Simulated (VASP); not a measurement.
**MnS: single point with PBE**

MnS:

```
Mn S
1.0
     0.00000    2.54618    2.54618
     2.54618    0.00000    2.54618
     2.54618    2.54618    0.00000
Mn S
1 1
Direct
  0.00000 0.00000 0.00000
  0.50000 0.50000 0.50000
```

```yaml
Program: VASP 6.6.1
Task: single point
Functional: PBE
Potentials_or_basis: VASP PAW PBE potentials, release 64 (Mn_pv, S)
Cutoff: 520 eV
k_mesh: 12 × 12 × 12
Occupations: gaussian, width 0.05 eV
Spin: collinear spin, ferromagnetic start
Starting_moments: "[4.24, 0.0] μB"
Dipole_correction: no
Further_INCAR_settings: ALGO = Normal; EDIFF = 1e-07; NBANDS = 20
```

- Pressure: -0.2 GPa
- Net moment: 4.46 μB per cell
- Site moments: Mn +4.08; S +0.08 μB
- Valence electrons inside the program's atomic spheres: Mn 11.38; S 3.74

Levels at points of the mesh, in eV from the Fermi level:
Spin up:
| k point | band 10 | band 11 | band 12 | band 13 | band 14 | band 15 |
| --- | --- | --- | --- | --- | --- | --- |
| (0.00, 0.00, 0.00) | -2.04 | -2.04 | -2.04 | 2.18 | 8.69 | 8.69 |
| (0.50, 0.00, 0.00) | -2.42 | 0.59 | 0.59 | 2.81 | 5.38 | 5.38 |
| (0.50, 0.50, 0.00) | -2.67 | -2.67 | -2.11 | 0.96 | 5.51 | 10.68 |
Spin down:
```
           k point  band 5  band 6  band 7  band 8  band 9  band 10
(0.00, 0.00, 0.00)   -1.85   -1.85   -1.85    0.03    0.03     0.03
(0.50, 0.00, 0.00)   -6.92   -3.74   -3.74    1.12    1.12     1.34
(0.50, 0.50, 0.00)   -6.06   -3.49   -3.49   -1.21    0.59     1.39
```

It took 60 s on 1 thread of AMD EPYC 9R45 96-Core Processor (Zen 5), with other jobs on the host, peak memory 0.19 GiB.

Caveat: a cell with one magnetic atom can't hold antiferromagnetic order, which such compounds often take; semilocal functionals often make such compounds metallic where correlation or magnetic order opens a gap, which also shifts bond lengths. With open d or f shells a metallic result of PBE can be an artefact of self-interaction; +U or a hybrid may open a gap.
